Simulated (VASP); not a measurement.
Here is a VASP 6.6.1 calculation.

INCAR

```
PREC = Accurate ; ENCUT = 520
EDIFF = 1E-6 ; ISMEAR = -1
SIGMA = 0.05 ; LREAL = Auto
LASPH = T ; NELM = 100
ALGO = Normal ; ISIF = 2
LWAVE = F ; LCHARG = F
GGA = PS ; NBANDS = 100
NELECT = 160.0
```

File KPOINTS:

```
Automatic mesh
0
Gamma
  2 2 2
```

File POSCAR:

```
Al4H3S4O20
1.0
    0.1501280000      3.6637270000      6.2503170000
    0.1501280000     -3.6637270000      6.2503170000
    7.2288020000      0.0000000000      0.0000000000
Al H S O
4 3 4 20
Direct
    0.0193879148      0.0411690137      0.4984378752
    0.2453019741      0.2434732352      0.2370131531
    0.4969608749      0.5048763119      0.0437688274
    0.7671490562      0.7476061154      0.7555460553
    0.5859673613      0.2054804964      0.2236444595
    0.4617817608      0.7627321318      0.8027701102
   -0.0564564269      0.7920511175      0.4518683234
    0.5101024888      0.7596571090      0.3928276817
    0.0108904830      0.7575345425      0.0910161722
    1.0048259520      0.2595739177      0.8924685136
    0.4999639446      0.2499180214      0.6376190301
    0.1978537360      0.1497606330      0.0021322136
    0.0540555825      0.0959528090      0.7481709335
    0.3087275132      0.3465032535      0.5301751958
    0.4839154933      0.3801686803      0.7974456585
    0.3116005324      0.7945513636      0.5038505174
    0.4892811983      0.9508057605      0.2854695183
    0.2157418452      0.7266423571      0.0381697748
    0.0271175575      0.5509011254      0.1595178857
    0.0677624163      0.1986400718      0.3565882047
    0.4565942823      0.3051910800      0.1524505288
    0.7015642357      0.6520791075      0.5134018378
    0.5503573225      0.5965125082      0.2603229036
    0.8675379482      0.8450471895      0.9322420255
    0.9141993582      0.8982047167      0.2428075082
    0.8132526200      0.3003868962      0.9956437494
    0.9837207403      0.4554062671      0.7924199253
    0.6758164453      0.2270657605      0.5147398006
    0.5506467059      0.0223322326      0.7054114662
    0.5771195871      0.6821765414      0.8931970181
    0.9719747501      0.8199983610      0.5797052763
```

Potentials or basis: VASP PAW PBE potentials, release 64 (Al, H, S, O).

Command:

```console
$ cat potpaw_PBE.64/Al/POTCAR potpaw_PBE.64/H/POTCAR potpaw_PBE.64/S/POTCAR potpaw_PBE.64/O/POTCAR > POTCAR
$ mpirun -np 1 vasp_std > vasp.out
```

Estimate the largest force.

4.323 eV/Å.

Forces on the atoms (eV/Å):
```
Al   1.918  0.136 -1.372
Al  -0.225 -0.284  0.278
Al  -2.089  0.549  1.811
Al  -1.482  0.549  0.311
H   -0.288 -0.490 -0.043
H    0.755  0.063 -0.347
H    0.773  0.317 -0.324
S    1.190 -0.689 -0.338
S    1.160  0.256 -4.157
S   -2.819 -0.278 -0.197
S    0.299  1.903 -0.278
O    1.392 -0.276  1.374
O   -0.334 -0.774 -0.110
O   -0.556 -0.193 -0.773
O    0.228 -0.321 -0.447
O   -1.069  0.692  2.351
O    1.152  0.233 -0.672
O   -0.750  1.797  1.948
O   -0.555  0.532  0.521
O    0.047 -0.396 -0.202
O    1.163  0.894 -0.852
O    0.418 -1.443  0.634
O   -1.482  0.768 -0.790
O    0.365  0.143  0.024
O    0.661 -1.431  1.657
O    0.708 -0.099 -0.043
O    0.942  0.271 -0.645
O   -0.165  0.898  0.734
O   -0.357 -1.615  0.985
O   -1.021 -1.013  0.068
O    0.019 -0.702 -1.106
```

Caveat: the k points lie up to 0.50 Å⁻¹ apart; the cell carries a net charge on a neutralising background, which shifts energy and pressure; the atoms stand as in a frame of molecular dynamics; the PAW data sets were made with another functional, which shifts forces and pressure a little.
